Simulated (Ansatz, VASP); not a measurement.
**One calculation of Ta, two programs**

INCAR

```
PREC = Accurate
ENCUT = 520
EDIFF = 1E-7
ISMEAR = -1
SIGMA = 0.05
LREAL = F
LASPH = T
NELM = 100
ALGO = Normal
ISIF = 2
LWAVE = F
LCHARG = T
LELF = T
LVHAR = T
NBANDS = 12
```

The input KPOINTS:

```
Automatic mesh
0
Gamma
  14 14 14
```

File POSCAR:

```
Ta
1.0
    2.4906369222      0.0000000000      0.0000000000
    0.0000000000      2.4906369222      0.0000000000
    0.0000000000      0.0000000000      2.4906369222
Ta
1
Direct
    0.0000000000      0.0000000000      0.0000000000
```

Input for Ansatz:

```yaml
crystal:
  lattice:
    - [2.4906369222, 0.0, 0.0]
    - [0.0, 2.4906369222, 0.0]
    - [0.0, 0.0, 2.4906369222]
  atoms:
    - { symbol: Ta, position: [0.0, 0.0, 0.0] }
kpoints:
  mp_grid: { grid: [14, 14, 14] }
scf:
  occupations: { method: fermi_dirac, width: 0.05 }
hamiltonian:
  xc: lda
  pseudopotentials: { kind: all_electron, lapw: { basis_error: 0.001 } }
output:
  forces: true
  stress: true
  eigenvalues: true
  populations: true
```

Change from the starting cell: volume scaled by 0.8, LAPW.

Alike in both runs: task single point; functional LDA; k mesh 14 × 14 × 14; occupations fermi-dirac, width 0.05 eV; no spin polarisation.

|  | VASP | Ansatz |
| --- | --- | --- |
| version | VASP 6.6.1 | Ansatz 0.2.0 |
| potentials or method | VASP PAW LDA potentials, release 64 (Ta_pv), cutoff 520 eV | all-electron LAPW, scalar-relativistic |

```tsv
	VASP	Ansatz	Ansatz less VASP
pressure (GPa)	58.3	55.6	-2.69
```

LDA's correlation is that of Perdew and Zunger in VASP and of Perdew and Wang (1992) in Ansatz. Both programs put the cell under a high pressure, so it lies far from rest at this level. Ansatz ran all-electron here, and VASP with PAW potentials.

Spin-orbit coupling is off throughout.
